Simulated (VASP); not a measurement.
# Sr2Br (P6/mmm) in VASP: single point with PBE

Aim: the single point of Sr2Br with PBE.

Program: VASP 6.6.1. These are calculated values, not measurements. Logs are shortened: lines on timing, memory, paths and dates and some standing lists are left out, and cuts for length are marked.

### 1 The cell of the first run

It takes space group P6/mmm (No. 191, hexagonal). Conventional cell: a = 6.456 Å, b = 6.456 Å, c = 4.151 Å, α = 90.00°, β = 90.00°, γ = 120.00°. Within 4.9 Å of Sr (site symmetry -6m2) lie 5 Sr at 3.73 to 4.15 Å and 3 Br at 3.73 Å. Within 4.9 Å of Br (site symmetry 6/mmm) lie 6 Sr at 3.73 Å and 2 Br at 4.15 Å.

The cell was built from a structure type or drawn by symmetry, and may not be a known phase.

### 2 Single point, PBE

INCAR reads:

```
PREC = Accurate
ENCUT = 520
EDIFF = 1E-6
ISMEAR = 0
SIGMA = 0.1
LREAL = F
LASPH = T
NELM = 80
ALGO = Normal
ISIF = 2
LWAVE = F
LCHARG = F
GGA = PE
NBANDS = 20
```

KPOINTS reads:

```
Automatic mesh
0
Gamma
  12 12 12
```

POSCAR reads:

```
Sr2Br
1.0
    6.4560213205      0.0000000000      0.0000000000
   -3.2280106603      5.5910784709      0.0000000000
    0.0000000000      0.0000000000      4.1507464113
Sr Br
2 1
Direct
    0.3333333333      0.6666666667      0.0000000000
    0.6666666667      0.3333333333      0.0000000000
    0.0000000000      0.0000000000      0.0000000000
```

Potentials or basis: VASP PAW PBE potentials, release 64 (Sr_sv, Br).

On the command line:

```bash
$ cat potpaw_PBE.64/Sr_sv/POTCAR potpaw_PBE.64/Br/POTCAR > POTCAR
$ mpirun -np 1 vasp_std > vasp.out
```

OUTCAR:

```text
PREC = Accurate
   ENCUT = 520
   EDIFF = 1E-6
   ISMEAR = 0
   LREAL = F
   LASPH = T
   NELM = 80
   ISIF = 2
   GGA = PE

 ion  position               nearest neighbor table
   1  0.333  0.667  0.000-   2 3.73   2 3.73   3 3.73   3 3.73   3 3.73   2 3.73
   2  0.667  0.333  0.000-   1 3.73   1 3.73   3 3.73   3 3.73   3 3.73   1 3.73
   3  0.000  0.000  0.000-   1 3.73   2 3.73   2 3.73   1 3.73   2 3.73   1 3.73

  LATTYP: Found a hexagonal cell.
 ALAT       =     6.4560213205
 C/A-ratio  =     0.6429263791

  Lattice vectors:

 A1 = (   6.4560213205,   0.0000000000,   0.0000000000)
 A2 = (  -3.2280106603,   5.5910784709,   0.0000000000)
 A3 = (   0.0000000000,   0.0000000000,   4.1507464113)

Analysis of symmetry for initial positions (statically):
=====================================================================
 Subroutine PRICEL returns:
 Original cell was already a primitive cell.

 Routine SETGRP: Setting up the symmetry group for a
 hexagonal supercell.

 Subroutine GETGRP returns: Found 24 space group operations
 (whereof 24 operations were pure point group operations)
 out of a pool of 24 trial point group operations.

The static configuration has the point symmetry D_6h.

Analysis of symmetry for dynamics (positions and initial velocities):
=====================================================================
 Subroutine PRICEL returns:
 Original cell was already a primitive cell.

 Routine SETGRP: Setting up the symmetry group for a
 hexagonal supercell.

 Subroutine GETGRP returns: Found 24 space group operations
 (whereof 24 operations were pure point group operations)
 out of a pool of 24 trial point group operations.

The dynamic configuration has the point symmetry D_6h.

 Subroutine INISYM returns: Found 24 space group operations
 (whereof 24 operations are pure point group operations),
 and found     1 'primitive' translations

----------------------------------------------------------------------------------------

                                     Primitive cell

  volume of cell :     149.8258

  direct lattice vectors                    reciprocal lattice vectors
     6.456021320  0.000000000  0.000000000     0.154894160  0.089428185  0.000000000
    -3.228010660  5.591078471  0.000000000     0.000000000  0.178856370  0.000000000
     0.000000000  0.000000000  4.150746411     0.000000000  0.000000000  0.240920524

  length of vectors
     6.456021320  6.456021321  4.150746411     0.178856370  0.178856370  0.240920524

  position of ions in fractional coordinates (direct lattice)
     0.333333333  0.666666667  0.000000000
     0.666666667  0.333333333  0.000000000
     0.000000000  0.000000000  0.000000000

  ion indices of the primitive-cell ions
   primitive index   ion index
                 1           1
                 2           2
                 3           3

----------------------------------------------------------------------------------------

 KPOINTS: Automatic mesh

Automatic generation of k-mesh.
 Grid dimensions read from file:
 generate k-points for:   12   12   12

 Generating k-lattice:

  Cartesian coordinates                     Fractional coordinates (reciprocal lattice)
     0.012907847  0.007452349  0.000000000     0.083333333  0.000000000  0.000000000
     0.000000000  0.014904698  0.000000000     0.000000000  0.083333333  0.000000000
     0.000000000  0.000000000  0.020076710     0.000000000  0.000000000  0.083333333

  Length of vectors
     0.014904698  0.014904698  0.020076710

  Shift w.r.t. Gamma in fractional coordinates (k-lattice)
     0.000000000  0.000000000  0.000000000

 Subroutine IBZKPT returns following result:
 ===========================================

 Found    133 irreducible k-points:

 Following reciprocal coordinates:
            Coordinates               Weight
  0.000000  0.000000  0.000000      1.000000
  0.083333  0.000000  0.000000      6.000000
  0.166667  0.000000  0.000000      6.000000
  0.250000  0.000000  0.000000      6.000000
  0.333333 -0.000000  0.000000      6.000000
  0.416667  0.000000  0.000000      6.000000
[... 16 lines left out ...]
  0.250000  0.000000  0.083333     12.000000
  0.333333 -0.000000  0.083333     12.000000
 [... further k-points ...]
   k-points           NKPTS =    133   k-points in BZ     NKDIM =    133   number of bands    NBANDS=     20
   number of dos      NEDOS =    301   number of ions     NIONS =      3
   total plane-waves  NPLWV =  73728
   dimension x,y,z NGX =    48 NGY =   48 NGZ =   32
   dimension x,y,z NGXF=    96 NGYF=   96 NGZF=   64
   ions per type =               2   1
   NGX,Y,Z   is equivalent  to a cutoff of  12.36, 12.36, 12.82 a.u.
   NGXF,Y,Z  is equivalent  to a cutoff of  24.72, 24.72, 25.63 a.u.
 SYSTEM =  unknown system
   PREC   = accura    normal or accurate (medium, high low for compatibility)
   ISTART =      0    job   : 0-new  1-cont  2-samecut
   ICHARG =      2    charge: 1-file 2-atom 10-const
   ISPIN  =      1    spin polarized calculation?
   LNONCOLLINEAR =      F non collinear calculations
   LSORBIT =      F    spin-orbit coupling
   LASPH  =      T    aspherical Exc in radial PAW
   ENCUT  =  520.0 eV  38.22 Ry    6.18 a.u.  12.00 12.00  7.72*2*pi/ulx,y,z
   NELM   =     80;   NELMIN=  2; NELMDL= -5     # of ELM steps
   EDIFF  = 0.1E-05   stopping-criterion for ELM
   LREAL  =      F    real-space projection
   EDIFFG = 0.1E-04   stopping-criterion for IOM
   NSW    =      0    number of steps for IOM
   IBRION =     -1    ionic relax: 0-MD 1-quasi-New 2-CG
   NFREE  =      0    steps in history (QN), initial steepest desc. (CG)
   ISIF   =      2    stress and relaxation
   ISYM   =      2    0-nonsym 1-usesym 2-fastsym
   POTIM  = 0.5000    time-step for ionic-motion
   TEBEG  =    0.0;   TEEND  =   0.0 temperature during run
   PSTRESS=    0.0 pullay stress
   NELECT =      27.0000    total number of electrons
   NUPDOWN=      -1.0000    fix difference up-down
   EMIN   =  10.00;   EMAX   =-10.00  energy-range for DOS
   EFERMI =   0.00;   METHOD = LEGACY
   ISMEAR =     0;   SIGMA  =   0.10  broadening in eV -4-tet -1-fermi 0-gaus
   EFERMI_NEDOS =   21; number of points for ismear=-14 and -15
   IALGO  =     38    algorithm
   IMIX   =      4    mixing-type and parameters
     AMIX     =   0.40;   BMIX     =  1.00
     AMIX_MAG =   1.60;   BMIX_MAG =  1.00
  volume/ion in A,a.u.               =      49.94       337.02
  Fermi-wavevector in a.u.,A,eV,Ry     =   0.924699  1.747428 11.633916  0.855069
  Thomas-Fermi vector in A             =   2.050473
   LORBIT       =      0    0 simple, 1 ext, 2 COOP (PROOUT), +10 PAW based schemes
   GGA     = PE    functional components
   LHFCALC =     F    Hartree Fock is set to
   AEXX    =    0.0000 exact exchange contribution
   IVDW    =     0    specifies the selected vdW correction
   LEPSILON=     F    determine dielectric tensor
   LRPA    =     F    only Hartree local field effects (RPA)
 non-spin polarized calculation
 Gauss-broadening in eV      SIGMA  =   0.10
  energy-cutoff  :      520.00
  volume of cell :      149.83
 maximum number of plane-waves:      4060
   NGX = 25   NGY = 25   NGZ = 15

 number of electron      27.0000001 magnetization

 Free energy of the ion-electron system (eV)
  ---------------------------------------------------
  ext. energy  EPLUGINS =         0.00000000
  ---------------------------------------------------
  free energy    TOTEN  =        -6.05474439 eV

  energy without entropy =       -6.03872947  energy(sigma->0) =       -6.04673693

 E-fermi :   1.6233     XC(G=0):  -7.2604

 val. band max:        1.6199136284   @ k =   0.5000   0.0000   0.4167
 cond. band min:       1.6322239603   @ k =   0.1667   0.0833   0.1667
 fundamental gap:      0.0123103319
 Fermi energy:         1.6233237798

 k-point     1 :       0.0000    0.0000    0.0000
  band No.  band energies     occupation
      1     -35.6393      2.00000
      2     -35.5994      2.00000
      3     -17.7500      2.00000
      4     -17.7500      2.00000
      5     -17.5076      2.00000
      6     -17.5076      2.00000
[... 12 lines left out ...]
     19       4.3858      0.00000
     20       4.4731      0.00000

 k-point     2 :       0.0833    0.0000    0.0000
  band No.  band energies     occupation
      1     -35.6387      2.00000
      2     -35.6000      2.00000
      3     -17.7514      2.00000
      4     -17.7470      2.00000
      5     -17.5111      2.00000
      6     -17.5061      2.00000
[... 12 lines left out ...]
     19       4.3558      0.00000
     20       4.4346      0.00000

 k-point     3 :       0.1667    0.0000    0.0000
  band No.  band energies     occupation
      1     -35.6369      2.00000
      2     -35.6018      2.00000
      3     -17.7554      2.00000
      4     -17.7387      2.00000
      5     -17.5210      2.00000
      6     -17.5019      2.00000
[... 12 lines left out ...]
     19       4.2843      0.00000
     20       4.3769      0.00000

 k-point     4 :       0.2500    0.0000    0.0000
  band No.  band energies     occupation
      1     -35.6342      2.00000
      2     -35.6045      2.00000
      3     -17.7607      2.00000
      4     -17.7265      2.00000
      5     -17.5354      2.00000
      6     -17.4965      2.00000
[... 12 lines left out ...]
     19       4.2314      0.00000
     20       4.4598      0.00000

 k-point     5 :       0.3333   -0.0000    0.0000
  band No.  band energies     occupation
      1     -35.6309      2.00000
      2     -35.6079      2.00000
      3     -17.7657      2.00000
      4     -17.7128      2.00000
      5     -17.5511      2.00000
      6     -17.4912      2.00000
[... 12 lines left out ...]
     19       4.1759      0.00000
     20       4.4667      0.00000

 k-point     6 :       0.4167    0.0000    0.0000
  band No.  band energies     occupation
      1     -35.6276      2.00000
      2     -35.6112      2.00000
      3     -17.7692      2.00000
      4     -17.7012      2.00000
      5     -17.5641      2.00000
      6     -17.4875      2.00000
[... 12 lines left out ...]
     19       4.1414      0.00000
     20       4.3985      0.00000

 k-point     7 :       0.5000    0.0000    0.0000
  band No.  band energies     occupation
      1     -35.6260      2.00000
      2     -35.6127      2.00000
      3     -17.7705      2.00000
      4     -17.6965      2.00000
      5     -17.5693      2.00000
      6     -17.4862      2.00000
[... 12 lines left out ...]
     19       4.1292      0.00000
     20       4.3649      0.00000
[... 277 lines left out ...]
 k-point    20 :       0.0000    0.0000    0.0833
  band No.  band energies     occupation
      1     -35.6388      2.00000
      2     -35.5990      2.00000
      3     -17.7490      2.00000
      4     -17.7490      2.00000
      5     -17.5069      2.00000
      6     -17.5069      2.00000
[... 12 lines left out ...]
     19       4.1805      0.00000
     20       4.4504      0.00000

 k-point    21 :       0.0833    0.0000    0.0833
  band No.  band energies     occupation
      1     -35.6382      2.00000
      2     -35.5996      2.00000
      3     -17.7504      2.00000
      4     -17.7460      2.00000
      5     -17.5104      2.00000
      6     -17.5054      2.00000
[... 12 lines left out ...]
     19       4.1344      0.00000
     20       4.3976      0.00000

 k-point    22 :       0.1667    0.0000    0.0833
  band No.  band energies     occupation
      1     -35.6365      2.00000
      2     -35.6014      2.00000
      3     -17.7544      2.00000
      4     -17.7377      2.00000
      5     -17.5203      2.00000
      6     -17.5012      2.00000
[... 12 lines left out ...]
     19       4.0334      0.00000
     20       4.3295      0.00000

 k-point    23 :       0.2500    0.0000    0.0833
  band No.  band energies     occupation
      1     -35.6338      2.00000
      2     -35.6041      2.00000
      3     -17.7596      2.00000
      4     -17.7255      2.00000
      5     -17.5346      2.00000
      6     -17.4958      2.00000
[... 12 lines left out ...]
     19       3.9390      0.00000
     20       4.3251      0.00000

 k-point    24 :       0.3333   -0.0000    0.0833
  band No.  band energies     occupation
      1     -35.6304      2.00000
      2     -35.6075      2.00000
      3     -17.7647      2.00000
      4     -17.7118      2.00000
      5     -17.5504      2.00000
      6     -17.4906      2.00000
[... 12 lines left out ...]
     19       3.8641      0.00000
     20       4.4641      0.00000

 [... further k-points ...]

------------------------ aborting loop because EDIFF is reached ----------------------------------------

  FORCE on cell =-STRESS in cart. coord.  units (eV):
  Direction    XX          YY          ZZ          XY          YZ          ZX
  --------------------------------------------------------------------------------------
  -------------------------------------------------------------------------------------
  Total        0.0483061      0.0483061      0.0015622     -0.0000000      0.0000000      0.0000000
  in kB        0.5165661      0.5165661      0.0167059     -0.0000000      0.0000000      0.0000000
  external PRESSURE =       0.3499460 kB  Pullay stress =       0.0000000 kB

 VOLUME and BASIS-vectors are now :
 -----------------------------------------------------------------------------
  energy-cutoff  :      520.00
  volume of cell :      149.83
      direct lattice vectors                 reciprocal lattice vectors
     6.456021320  0.000000000  0.000000000     0.154894160  0.089428185  0.000000000
    -3.228010660  5.591078471  0.000000000     0.000000000  0.178856370  0.000000000
     0.000000000  0.000000000  4.150746411     0.000000000  0.000000000  0.240920524

 POSITION                                       TOTAL-FORCE (eV/Angst)
 -----------------------------------------------------------------------------------
     -0.00000      3.72739      0.00000        -0.000000     -0.000000      0.000000
      3.22801      1.86369      0.00000         0.000000      0.000000     -0.000000
      0.00000      0.00000      0.00000         0.000000      0.000000      0.000000
 -----------------------------------------------------------------------------------
    total drift:                               -0.000000      0.000000      0.000000

  FREE ENERGIE OF THE ION-ELECTRON SYSTEM (eV)
  ---------------------------------------------------
  free  energy   TOTEN  =        -6.0547443907 eV

  energy  without entropy=       -6.0387294707  energy(sigma->0) =       -6.04673693
```

Wall time 3.8 min (1 thread of Intel Xeon Platinum 8259CL at 2.50GHz (Skylake/Cascade Lake), shared host); peak memory 0.53 GiB.

Results:

```yaml
Free_energy: -6.0547 eV
Pressure: 0.0 GPa
Band_gap_on_the_k_mesh: zero (an odd number of electrons rules out a gap without spin polarisation)
```

Caveat: an odd number of electrons without spin polarisation forces a metal; a magnetic or distorted state may lie lower.
